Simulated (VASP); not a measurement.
Write the native input for VASP 6.6.1 that does the following.

* Task: single point
* Functional: PBE
* Potentials or basis: VASP PAW PBE potentials, release 64 (Si, W_sv)
* Cutoff: 500 eV
* k mesh: 18 × 18 × 18
* Occupations: gaussian, width 0.1 eV
* Spin: no spin polarisation
* Dipole correction: no
* Further INCAR settings: ALGO = Normal; EDIFF = 1e-06; NBANDS = 18

The structure of Si2W (e600) lies in POSCAR:

```
Si2W
1.0
   -1.6145236899      1.6145236899      3.9334967067
    1.6145236899     -1.6145236899      3.9334967067
    1.6145236899      1.6145236899     -3.9334967067
Si W
2 1
Direct
    0.3345581355      0.3345581355      0.0000000000
    0.6654418645      0.6654418645      0.0000000000
    0.0000000000      0.0000000000      0.0000000000
```

One way to write it, as run:

INCAR

```
ALGO     = Normal         # electronic algorithm
EDIFF    = 1E-6           # SCF threshold, eV
ENCUT    = 500            # plane-wave cutoff, eV
GGA      = PE             # functional
GGA_COMPAT= F            
ISIF     = 2              # what is computed and relaxed
ISMEAR   = 0              # smearing method
LASPH    = T              # aspherical terms in the spheres
LCHARG   = F              # write CHGCAR
LREAL    = F              # projectors in reciprocal space
LWAVE    = F              # write WAVECAR
NBANDS   = 18             # bands
NELM     = 120            # most SCF steps
PREC     = Accurate       # precision mode
SIGMA    = 0.1            # smearing width, eV
```

KPOINTS

```
k-points
0
Gamma
  18 18 18
```

Potentials or basis: VASP PAW PBE potentials, release 64 (Si, W_sv).

Command:

```bash
$ cat potpaw_PBE.64/Si/POTCAR potpaw_PBE.64/W_sv/POTCAR > POTCAR
$ mpirun -np 1 vasp_std > vasp.out
```

It gave:

- Pressure: 0.1 GPa
- Band gap on the k mesh: zero (band 11 reaches 12.49 eV, above the bottom of band 12 at 11.24 eV)

Caveat: spin-orbit coupling is left out, which moves the levels of the heavy elements.

It took 6.3 min on 1 thread of Intel Xeon 6975P-C, on a shared host, peak memory 0.45 GiB.
